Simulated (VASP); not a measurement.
Here is a VASP 6.6.1 calculation.

The input INCAR:

```
SYSTEM = ScAl2Sb2As
PREC = Accurate
ENCUT = 520
EDIFF = 1E-6
ISMEAR = 0
SIGMA = 0.1
LREAL = .False.
LASPH = .True.
NELM = 150
ALGO = Normal
ISIF = 2
LWAVE = .False.
LCHARG = .False.
ISPIN = 2
MAGMOM = 1 0 0 0 0 0
LORBIT = 11
LMAXMIX = 4
GGA = PE
NBANDS = 29
```

The input KPOINTS:

```
Automatic mesh
0
Gamma
  4 4 4
  0 0 0
```

File POSCAR:

```
ScAl2Sb2As
1.0
    5.5321946259      0.0000000000      0.0000000000
    0.0000000000      5.5321946259      0.0000000000
    0.0000000000      0.0000000000      5.5150371160
Sc Al Sb As
1 2 2 1
Direct
    0.0000000000      0.0000000000      0.5000000000
    0.0000000000      0.5000000000      0.5000000000
    0.5000000000      0.0000000000      0.5000000000
    0.5000000000      0.5000000000      0.7524015279
    0.5000000000      0.5000000000      0.2475984721
    0.0000000000      0.0000000000      0.0000000000
```

Potentials or basis: VASP PAW PBE potentials, release 64 (Sc_sv, Al, Sb, As).

Command:

```console
$ cat potpaw_PBE.64/Sc_sv/POTCAR potpaw_PBE.64/Al/POTCAR potpaw_PBE.64/Sb/POTCAR potpaw_PBE.64/As/POTCAR > POTCAR
$ mpirun -np 1 vasp_std > vasp.out
```

Task: Estimate the pressure.

Result: 0.1 GPa.

Task: Predict the band gap on the k mesh.

Result: Zero (filled and empty bands overlap).

Task: Predict the largest force.

Result: 0.020 eV/Å.

Forces in eV/Å, atoms in the order of the input:
```
Sc   0.000  0.000  0.000
Al   0.000  0.000  0.000
Al   0.000  0.000  0.000
Sb   0.000  0.000  0.020
Sb   0.000  0.000 -0.020
As   0.000  0.000  0.000
```

Caveat: spin-orbit coupling is left out, which moves the levels of the heavy elements.
